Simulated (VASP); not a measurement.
# MgO (Periclase) (Fm-3m) in VASP: further runs

Aim: see how the results for MgO (Periclase) move with the level of theory and the settings. Levels: PBE-based screened hybrid, LDA, PBE. Tasks: single point.

Everything below comes from runs of VASP 6.6.1. Logs are shortened: lines on timing, memory, paths and dates and some standing lists are left out, and cuts for length are marked.

### 1 The cell of the first run

It takes space group Fm-3m (No. 225, cubic). The conventional cell has a = 4.204 Å, b = 4.204 Å, c = 4.204 Å, α = 90.00°, β = 90.00°, γ = 90.00°. Within 2.8 Å of Mg (site symmetry m-3m) lie 6 O at 2.10 Å. Within 2.8 Å of O (site symmetry m-3m) lie 6 Mg at 2.10 Å.

### 2 Single point, PBE-based screened hybrid

File POSCAR:

```
MgO
1.0
    0.0000000000      2.1021680256      2.1021680256
    2.1021680256      0.0000000000      2.1021680256
    2.1021680256      2.1021680256      0.0000000000
Mg O
1 1
Direct
    0.0000000000      0.0000000000      0.0000000000
    0.5000000000      0.5000000000      0.5000000000
```

File INCAR.step1:

```
PREC = Accurate ; ENCUT = 520
EDIFF = 1E-5 ; ISMEAR = 0
SIGMA = 0.01 ; LREAL = F
LASPH = T ; NELM = 60
ALGO = Normal ; ISIF = 2
LWAVE = T ; LCHARG = F
NBANDS = 11 ; GGA = PE
```

File INCAR.step2:

```
PREC = Accurate ; ENCUT = 520
EDIFF = 1E-6 ; ISMEAR = 0
SIGMA = 0.01 ; LREAL = F
LASPH = T ; NELM = 60
ALGO = Normal ; ISIF = 2
LWAVE = F ; LCHARG = F
GGA = PE ; LHFCALC = T
AEXX = 1.0 ; HFSCREEN = 0.3
PRECFOCK = Normal ; NBANDS = 11
ISTART = 1 ; ALDAC = 1.0
AGGAC = 1.0
```

File KPOINTS:

```
regular mesh
0
Gamma
  6 6 6
```

Potentials or basis: VASP PAW PBE potentials, release 64 (Mg, O).

On the command line:

```console
> cat potpaw_PBE.64/Mg/POTCAR potpaw_PBE.64/O/POTCAR > POTCAR
> cp INCAR.step1 INCAR
> mpirun -np 1 vasp_std > vasp.out
> cp INCAR.step2 INCAR
> mpirun -np 1 vasp_std > vasp.out
```

OUTCAR:

```text
PREC = Accurate
   ENCUT = 520
   EDIFF = 1E-6
   ISMEAR = 0
   LREAL = F
   LASPH = T
   NELM = 60
   ISIF = 2
   GGA = PE
   LHFCALC = T
   AEXX = 1.0
   HFSCREEN = 0.3
   PRECFOCK = Normal
   ISTART = 1

 ion  position               nearest neighbor table
   1  0.000  0.000  0.000-   2 2.10   2 2.10   2 2.10   2 2.10   2 2.10   2 2.10
   2  0.500  0.500  0.500-   1 2.10   1 2.10   1 2.10   1 2.10   1 2.10   1 2.10

  LATTYP: Found a face centered cubic cell.
 ALAT       =     4.2043360512

  Lattice vectors:

 A1 = (   0.0000000000,   2.1021680256,   2.1021680256)
 A2 = (   2.1021680256,   0.0000000000,   2.1021680256)
 A3 = (   2.1021680256,   2.1021680256,   0.0000000000)

Analysis of symmetry for initial positions (statically):
=====================================================================
 Subroutine PRICEL returns:
 Original cell was already a primitive cell.

 Routine SETGRP: Setting up the symmetry group for a
 face centered cubic supercell.

 Subroutine GETGRP returns: Found 48 space group operations
 (whereof 48 operations were pure point group operations)
 out of a pool of 48 trial point group operations.

The static configuration has the point symmetry O_h .

Analysis of symmetry for dynamics (positions and initial velocities):
=====================================================================
 Subroutine PRICEL returns:
 Original cell was already a primitive cell.

 Routine SETGRP: Setting up the symmetry group for a
 face centered cubic supercell.

 Subroutine GETGRP returns: Found 48 space group operations
 (whereof 48 operations were pure point group operations)
 out of a pool of 48 trial point group operations.

The dynamic configuration has the point symmetry O_h .

 Subroutine INISYM returns: Found 48 space group operations
 (whereof 48 operations are pure point group operations),
 and found     1 'primitive' translations

----------------------------------------------------------------------------------------

                                     Primitive cell

  volume of cell :      18.5794

  direct lattice vectors                    reciprocal lattice vectors
     0.000000000  2.102168026  2.102168026    -0.237849684  0.237849684  0.237849684
     2.102168026  0.000000000  2.102168026     0.237849684 -0.237849684  0.237849684
     2.102168026  2.102168026  0.000000000     0.237849684  0.237849684 -0.237849684

  length of vectors
     2.972914532  2.972914532  2.972914532     0.411967737  0.411967737  0.411967737

  position of ions in fractional coordinates (direct lattice)
     0.000000000  0.000000000  0.000000000
     0.500000000  0.500000000  0.500000000

  ion indices of the primitive-cell ions
   primitive index   ion index
                 1           1
                 2           2

----------------------------------------------------------------------------------------

 KPOINTS: regular mesh

Automatic generation of k-mesh.
 Grid dimensions read from file:
 generate k-points for:    6    6    6

 Generating k-lattice:

  Cartesian coordinates                     Fractional coordinates (reciprocal lattice)
    -0.039641614  0.039641614  0.039641614     0.166666667  0.000000000  0.000000000
     0.039641614 -0.039641614  0.039641614     0.000000000  0.166666667  0.000000000
     0.039641614  0.039641614 -0.039641614     0.000000000  0.000000000  0.166666667

  Length of vectors
     0.068661289  0.068661289  0.068661289

  Shift w.r.t. Gamma in fractional coordinates (k-lattice)
     0.000000000  0.000000000  0.000000000

 Subroutine IBZKPT returns following result:
 ===========================================

 Found     16 irreducible k-points:

 Following reciprocal coordinates:
            Coordinates               Weight
  0.000000  0.000000  0.000000      1.000000
  0.166667  0.000000  0.000000      8.000000
  0.333333  0.000000  0.000000      8.000000
  0.500000  0.000000  0.000000      4.000000
  0.166667  0.166667  0.000000      6.000000
  0.333333  0.166667  0.000000     24.000000
[... 8 lines left out ...]
 -0.333333  0.333333  0.166667     24.000000
 -0.333333  0.500000  0.166667     12.000000
   k-points           NKPTS =     16   k-points in BZ     NKDIM =    216   number of bands    NBANDS=     11
   number of dos      NEDOS =    301   number of ions     NIONS =      2
   total plane-waves  NPLWV =  13824
   dimension x,y,z NGX =    24 NGY =   24 NGZ =   24
   dimension x,y,z NGXF=    48 NGYF=   48 NGZF=   48
   ions per type =               1   1
   NGX,Y,Z   is equivalent  to a cutoff of  13.42, 13.42, 13.42 a.u.
   NGXF,Y,Z  is equivalent  to a cutoff of  26.84, 26.84, 26.84 a.u.
 SYSTEM =  unknown system
   PREC   = accura    normal or accurate (medium, high low for compatibility)
   ISTART =      1    job   : 0-new  1-cont  2-samecut
   ICHARG =      0    charge: 1-file 2-atom 10-const
   ISPIN  =      1    spin polarized calculation?
   LNONCOLLINEAR =      F non collinear calculations
   LSORBIT =      F    spin-orbit coupling
   LASPH  =      T    aspherical Exc in radial PAW
   ENCUT  =  520.0 eV  38.22 Ry    6.18 a.u.   5.53  5.53  5.53*2*pi/ulx,y,z
   NELM   =     60;   NELMIN=  2; NELMDL=  0     # of ELM steps
   EDIFF  = 0.1E-05   stopping-criterion for ELM
   LREAL  =      F    real-space projection
   EDIFFG = 0.1E-04   stopping-criterion for IOM
   NSW    =      0    number of steps for IOM
   IBRION =     -1    ionic relax: 0-MD 1-quasi-New 2-CG
   NFREE  =      0    steps in history (QN), initial steepest desc. (CG)
   ISIF   =      2    stress and relaxation
   ISYM   =      3    0-nonsym 1-usesym 2-fastsym
   POTIM  = 0.5000    time-step for ionic-motion
   TEBEG  =    0.0;   TEEND  =   0.0 temperature during run
   PSTRESS=    0.0 pullay stress
   NELECT =       8.0000    total number of electrons
   NUPDOWN=      -1.0000    fix difference up-down
   EMIN   =  10.00;   EMAX   =-10.00  energy-range for DOS
   EFERMI =   0.00;   METHOD = LEGACY
   ISMEAR =     0;   SIGMA  =   0.01  broadening in eV -4-tet -1-fermi 0-gaus
   EFERMI_NEDOS =   21; number of points for ismear=-14 and -15
   IALGO  =     38    algorithm
   IMIX   =      1    mixing-type and parameters
     AMIX     =   0.40;   BMIX     =  1.00
     AMIX_MAG =   1.60;   BMIX_MAG =  1.00
  volume/ion in A,a.u.               =       9.29        62.69
  Fermi-wavevector in a.u.,A,eV,Ry     =   1.236215  2.336108 20.792804  1.528228
  Thomas-Fermi vector in A             =   2.370833
   LORBIT       =      0    0 simple, 1 ext, 2 COOP (PROOUT), +10 PAW based schemes
   GGA     = PE    functional components
   LHFCALC =     T    Hartree Fock is set to
   PRECFOCK=normal    Normal, Fast or Accurate (Low or Medium for compatibility)
   ENCUT4O =  -1.0   cutoff for four orbital integrals eV
   NKREDX  =     1    reduce k-point grid by
   NKREDY  =     1    reduce k-point grid by
   NKREDZ  =     1    reduce k-point grid by
   AEXX    =    1.0000 exact exchange contribution
   HFSCREEN=    0.3000 screening length (either q_TF or 0.3 A-1)
   HFSCREENC=   0.3000 screening length for correlation (either q_TF or 0.3 A-1)
   ENCUTFOCK=  -1.0 apply spherical cutoff to Coloumb kernel
   IVDW    =     0    specifies the selected vdW correction
   LEPSILON=     F    determine dielectric tensor
   LRPA    =     F    only Hartree local field effects (RPA)
 non-spin polarized calculation
 Gauss-broadening in eV      SIGMA  =   0.01
  energy-cutoff  :      520.00
  volume of cell :       18.58
 maximum number of plane-waves:       531
 NGX is ok and might be reduce to    24
  NGX = 18; NGY = 18; NGZ = 18

 number of electron       8.0000004 magnetization

 Free energy of the ion-electron system (eV)
  ---------------------------------------------------
  ext. energy  EPLUGINS =         0.00000000
  ---------------------------------------------------
  free energy    TOTEN  =       -20.49597635 eV

  energy without entropy =      -20.49597635  energy(sigma->0) =      -20.49597635

 E-fermi :  -1.2897     XC(G=0):  -3.8230

 val. band max:       -1.4058122699   @ k =   0.0000   0.0000   0.0000
 cond. band min:       9.6071451057   @ k =   0.0000   0.0000   0.0000
 fundamental gap:     11.0129573757
 Fermi energy:        -1.2897429082

 k-point     1 :       0.0000    0.0000    0.0000
  band No.  band energies     occupation
      1     -24.6142      2.00000
      2      -1.4058      2.00000
      3      -1.4058      2.00000
      4      -1.4058      2.00000
      5       9.6071      0.00000
      6      21.3459      0.00000
      7      21.3459      0.00000
      8      21.3459      0.00000
      9      25.2893      0.00000
     10      27.6673      0.00000
     11      27.6674      0.00000

 k-point     2 :       0.1667    0.0000    0.0000
  band No.  band energies     occupation
      1     -24.2802      2.00000
      2      -3.0640      2.00000
      3      -1.6252      2.00000
      4      -1.6252      2.00000
      5      11.1333      0.00000
      6      18.9145      0.00000
      7      22.0342      0.00000
      8      22.0342      0.00000
      9      26.3102      0.00000
     10      26.3102      0.00000
     11      28.5220      0.00000

 k-point     3 :       0.3333    0.0000    0.0000
  band No.  band energies     occupation
      1     -23.5371      2.00000
      2      -5.7522      2.00000
      3      -2.0399      2.00000
      4      -2.0399      2.00000
      5      12.7447      0.00000
      6      18.3163      0.00000
      7      22.2847      0.00000
      8      22.2847      0.00000
      9      27.2746      0.00000
     10      27.2746      0.00000
     11      27.7684      0.00000

 k-point     4 :       0.5000    0.0000    0.0000
  band No.  band energies     occupation
      1     -23.1170      2.00000
      2      -6.9579      2.00000
      3      -2.2368      2.00000
      4      -2.2368      2.00000
      5      12.8465      0.00000
      6      19.1863      0.00000
      7      21.9765      0.00000
      8      21.9765      0.00000
      9      27.1257      0.00000
     10      29.3438      0.00000
     11      29.3438      0.00000

 k-point     5 :       0.1667    0.1667    0.0000
  band No.  band energies     occupation
      1     -24.1771      2.00000
      2      -3.1262      2.00000
      3      -1.8935      2.00000
      4      -1.8935      2.00000
      5      11.6998      0.00000
      6      17.8980      0.00000
      7      22.5667      0.00000
      8      22.5667      0.00000
      9      23.5728      0.00000
     10      28.6007      0.00000
     11      30.6290      0.00000
[... 99 lines left out ...]
 k-point    13 :       0.5000    0.5000    0.0000
  band No.  band energies     occupation
      1     -22.8009      2.00000
      2      -6.3917      2.00000
      3      -3.1347      2.00000
      4      -3.1347      2.00000
      5      13.9014      0.00000
      6      15.2575      0.00000
      7      19.6708      0.00000
      8      26.0565      0.00000
      9      26.0565      0.00000
     10      32.6255      0.00000
     11      33.5806      0.00000

 k-point    14 :       0.5000    0.3333    0.1667
  band No.  band energies     occupation
      1     -23.1001      2.00000
      2      -5.6301      2.00000
      3      -3.6535      2.00000
      4      -2.6732      2.00000
      5      15.6883      0.00000
      6      16.3561      0.00000
      7      19.2549      0.00000
      8      23.5841      0.00000
      9      25.8771      0.00000
     10      29.4628      0.00000
     11      34.4337      0.00000

 k-point    15 :      -0.3333    0.3333    0.1667
  band No.  band energies     occupation
      1     -22.8413      2.00000
      2      -5.7246      2.00000
      3      -4.3813      2.00000
      4      -2.9769      2.00000
      5      16.0214      0.00000
      6      17.8095      0.00000
      7      18.5180      0.00000
      8      22.6961      0.00000
      9      27.0835      0.00000
     10      28.7086      0.00000
     11      35.0518      0.00000

 k-point    16 :      -0.3333    0.5000    0.1667
  band No.  band energies     occupation
      1     -22.7583      2.00000
      2      -5.7305      2.00000
      3      -4.1396      2.00000
      4      -3.4532      2.00000
      5      15.7485      0.00000
      6      16.9856      0.00000
      7      18.6357      0.00000
      8      22.8398      0.00000
      9      27.0975      0.00000
     10      31.2218      0.00000
     11      33.2923      0.00000

------------------------ aborting loop because EDIFF is reached ----------------------------------------

  FORCE on cell =-STRESS in cart. coord.  units (eV):
  Direction    XX          YY          ZZ          XY          YZ          ZX
  --------------------------------------------------------------------------------------
  -------------------------------------------------------------------------------------
  Total       -1.7481591     -1.7481591     -1.7481591      0.0000000      0.0000000     -0.0000000
  in kB     -150.7506732   -150.7506732   -150.7506732      0.0000000      0.0000000     -0.0000000
  external PRESSURE =    -150.7506732 kB  Pullay stress =       0.0000000 kB

 VOLUME and BASIS-vectors are now :
 -----------------------------------------------------------------------------
  energy-cutoff  :      520.00
  volume of cell :       18.58
      direct lattice vectors                 reciprocal lattice vectors
     0.000000000  2.102168026  2.102168026    -0.237849684  0.237849684  0.237849684
     2.102168026  0.000000000  2.102168026     0.237849684 -0.237849684  0.237849684
     2.102168026  2.102168026  0.000000000     0.237849684  0.237849684 -0.237849684

 POSITION                                       TOTAL-FORCE (eV/Angst)
 -----------------------------------------------------------------------------------
      0.00000      0.00000      0.00000        -0.000000      0.000000      0.000000
      2.10217      2.10217      2.10217         0.000000     -0.000000     -0.000000
 -----------------------------------------------------------------------------------
    total drift:                               -0.000000     -0.000000     -0.000000

  FREE ENERGIE OF THE ION-ELECTRON SYSTEM (eV)
  ---------------------------------------------------
  free  energy   TOTEN  =       -20.4959763539 eV

  energy  without entropy=      -20.4959763539  energy(sigma->0) =      -20.49597635
```

It took 5.3 min on 1 thread of Intel Xeon Platinum 8488C (Sapphire Rapids), shared host; peak memory 0.25 GiB.

Results:

- Free energy: -20.4960 eV
- Pressure: -15.1 GPa
- Band gap on the k mesh: 11.01 eV, direct

Levels at points of the mesh, in eV from the valence-band top:
| k point | band 2 | band 3 | band 4 | band 5 | band 6 | band 7 |
| --- | --- | --- | --- | --- | --- | --- |
| (0.00, 0.00, 0.00) | 0.00 | 0.00 | 0.00 | 11.01 | 22.75 | 22.75 |
| (0.50, 0.00, 0.00) | -5.55 | -0.83 | -0.83 | 14.25 | 20.59 | 23.38 |
| (0.50, 0.50, 0.00) | -4.99 | -1.73 | -1.73 | 15.31 | 16.66 | 21.08 |

Caveat: the k points lie up to 0.43 Å⁻¹ apart; the PAW data sets were made with another functional, which shifts forces and pressure a little.

(Continued in part 2 of 3.)
